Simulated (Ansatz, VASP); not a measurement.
Ru: VASP beside Ansatz

```
Ru
1.0
     2.70580    0.00000    0.00000
    -1.35290    2.34329    0.00000
     0.00000    0.00000    4.19626
Ru
2
Direct
  0.33333 0.66667 0.25000
  0.66667 0.33333 0.75000
```

Change from the starting cell: zz strain of -2 %.

Alike in both runs: task single point; functional PBEsol; k mesh 14 × 14 × 8; occupations fermi-dirac, width 0.03 eV; no spin polarisation.

```csv
,VASP,Ansatz
version,VASP 6.6.1,Ansatz 0.2.0
potentials or method,"VASP PAW PBE potentials, release 64 (Ru_pv), cutoff 520 eV","all-electron LAPW, scalar-relativistic"
```

Ansatz gave:

* pressure (GPa): 0.9
* traceless stress, the component that is largest in VASP (GPa): 5.66

What did VASP give for the same quantities?

Pressure (GPa): 0.8; traceless stress, the component that is largest in VASP (GPa): 5.69.

VASP's potentials were made for PBE, not for PBEsol. Ansatz ran all-electron here, and VASP with PAW potentials.
